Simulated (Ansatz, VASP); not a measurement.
# SiC: VASP beside Ansatz

The input INCAR:

```
PREC = Accurate
ENCUT = 520
EDIFF = 1E-6
ISMEAR = 0
SIGMA = 0.02
LREAL = False
LASPH = True
NELM = 100
ALGO = Normal
ISIF = 2
LWAVE = False
LCHARG = True
GGA = PE
LELF = True
LVHAR = True
NBANDS = 16
```

File KPOINTS:

```
regular mesh
0
Gamma
  10 10 6
```

POSCAR

```
SiC
1.0
    2.2117616006      2.2117616006      0.0000000000
   -2.2117616006      2.2117616006      0.0000000000
    0.0000000000      0.0000000000      4.4235232011
Si C
2 2
Direct
    0.5000000000      0.0000000000      0.7500000000
    0.0000000000      0.5000000000      0.2500000000
    0.0000000000      0.0000000000      0.0000000000
    0.5000000000      0.5000000000      0.5000000000
```

Input for Ansatz:

```yaml
crystal:
  lattice:
    - [2.2117616006, 2.2117616006, 0.0]
    - [-2.2117616006, 2.2117616006, 0.0]
    - [0.0, 0.0, 4.4235232011]
  atoms:
    - { symbol: Si, position: [0.5, 0.0, 0.75] }
    - { symbol: Si, position: [0.0, 0.5, 0.25] }
    - { symbol: C, position: [0.0, 0.0, 0.0] }
    - { symbol: C, position: [0.5, 0.5, 0.5] }
basis:
  ecutwfc: 420
kpoints:
  mp_grid: { grid: [10, 10, 6] }
hamiltonian:
  xc: pbe
scf:
  occupations: { method: gaussian, width: 0.02 }
output:
  forces: true
  stress: true
  eigenvalues: true
```

Change from the starting cell: equal strain along all axes, cell held, atoms relaxed: +1.0 %.

Alike in both runs: task single point; functional PBE; k mesh 10 × 10 × 6; occupations gaussian, width 0.02 eV; no spin polarisation.

```csv
,VASP,Ansatz
version,VASP 6.6.1,Ansatz 0.2.0
potentials or method,"VASP PAW PBE potentials, release 64 (Si, C), cutoff 520 eV","scalar-relativistic, plane waves, PAW"
valence electrons in the cell,16,16
```

|  | VASP | Ansatz | Ansatz less VASP |
| --- | --- | --- | --- |
| gap on the k mesh at the Fermi level (eV) | 1.40 | 1.40 | +0.001 |
| least direct gap on the mesh (eV) | 1.40 | 1.40 | +0.001 |
| pressure (GPa) | -6.0 | -6.0 | +0.04 |

With one functional, cell and mesh, what is left measures potentials, basis and numerics.
